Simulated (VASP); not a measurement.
The system is CuI.

```
I Cu
1.0
     0.00000    3.03150    3.03150
     3.03150    0.00000    3.03150
     3.03150    3.03150    0.00000
I Cu
1 1
Direct
  0.00000 0.00000 0.00000
  0.75000 0.75000 0.75000
```

| Quantity | Value |
| --- | --- |
| Program | VASP 6.6.1 |
| Task | relaxation of cell and atoms |
| Functional | PBEsol |
| Potentials or basis | VASP PAW PBE potentials, release 64 (I, Cu) |
| Cutoff | 600 eV |
| k mesh | 8 × 8 × 8 |
| Occupations | fermi-dirac, width 0.05 eV |
| Spin | no spin polarisation |

At the start: pressure -2.2 GPa; volume 27.86 Å³/atom.

Q: How do energy, volume and symmetry change on relaxing?

A: Over 6 steps the energy falls by 13.3 meV/atom and the volume is 26.30 Å³/atom (-5.6 %); space group F-43m (No. 216, to 0.1 Å) before and after.

The path:
| step | energy change (eV) | largest force (eV/Å) | pressure (GPa) | volume (Å³) |
| --- | --- | --- | --- | --- |
| 1 | 0.0000 | 0.0000 | -2.16 | 55.72 |
| 2 | -0.0264 | 0.0000 | -0.15 | 52.75 |
| 3 | -0.0265 | 0.0000 | -0.12 | 52.63 |
| 4 | -0.0265 | 0.0000 | -0.12 | 52.62 |
| 5 | -0.0266 | 0.0000 | -0.09 | 52.60 |
| 6 | -0.0266 | 0.0000 | -0.02 | 52.60 |

Final structure:
```cif
data_structure
_symmetry_space_group_name_H-M 'P 1'
_symmetry_Int_Tables_number 1
_cell_length_a 4.2056
_cell_length_b 4.2056
_cell_length_c 4.2056
_cell_angle_alpha 60.000
_cell_angle_beta 60.000
_cell_angle_gamma 60.000
_cell_volume 52.60
loop_
_atom_site_label
_atom_site_type_symbol
_atom_site_fract_x
_atom_site_fract_y
_atom_site_fract_z
_atom_site_occupancy
I1 I 0.00000 0.00000 0.00000 1
Cu1 Cu 0.75000 0.75000 0.75000 1
```

Caveat: the PAW data sets were made with another functional, which shifts forces and pressure a little.
